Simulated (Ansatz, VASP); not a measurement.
## MgS: VASP beside Ansatz

INCAR

```
SYSTEM = MgS
  PREC = Accurate
  ENCUT = 600
  EDIFF = 1E-6
  ISMEAR = 0
  SIGMA = 0.01
  LREAL = .False.
  LASPH = .True.
  NELM = 120
  ALGO = Normal
  ISIF = 2
  LWAVE = .False.
  LCHARG = .False.
  GGA = PE
  NBANDS = 11
  GGA_COMPAT = .False.
```

Contents of KPOINTS:

```
Automatic mesh
0
Gamma
  4 4 4
  0 0 0
```

POSCAR

```
MgS
1.0
    0.0000000000      2.5273321600      2.5273321600
    2.5273321600      0.0000000000      2.5273321600
    2.5273321600      2.5273321600      0.0000000000
Mg S
1 1
Direct
    0.0000000000      0.0000000000      0.0000000000
    0.5000000000      0.5000000000      0.5000000000
```

Input for Ansatz:

```yaml
crystal:
  lattice:
    - [0.0, 2.52733216, 2.52733216]
    - [2.52733216, 0.0, 2.52733216]
    - [2.52733216, 2.52733216, 0.0]
  atoms:
    - { symbol: Mg, position: [0.0, 0.0, 0.0] }
    - { symbol: S, position: [0.5, 0.5, 0.5] }
basis:
  precision: f64
  xc_grid: 2
  ecutwfc: 700
  ecutrho_ratio: 4
kpoints:
  mp_grid: { grid: [4, 4, 4], shift: [0, 0, 0] }
hamiltonian:
  xc: pbe
  dispersion: none
  pseudopotentials:
    kind: paw
    azcp:
      Mg: "pseudopotentials/Mg.paw.azcp"
      S: "pseudopotentials/S.paw.azcp"
magnetization:
  spin_polarized: false
scf:
  lower_state_search: "off"
  max_iter: 200
  occupations: { method: fixed }
  convergence: { dr2_threshold: "1e-10 eV" }
output:
  forces: true
  stress: true
  eigenvalues: true
```

Alike in both runs: task single point; functional PBE; k mesh 4 × 4 × 4; no spin polarisation.

|  | VASP | Ansatz |
| --- | --- | --- |
| version | VASP 6.6.1 | Ansatz 0.2.0-dev |
| potentials or method | VASP PAW PBE potentials, release 64 (Mg, S), cutoff 600 eV | hard PAW set made for 700 eV |
| occupations | gaussian, width 0.01 eV | fixed |

```csv
,VASP,Ansatz,Ansatz less VASP
gap on the k mesh at the Fermi level (eV),2.93,2.94,+0.004
```

The k mesh is coarse, so the values compare programs but aren't converged.
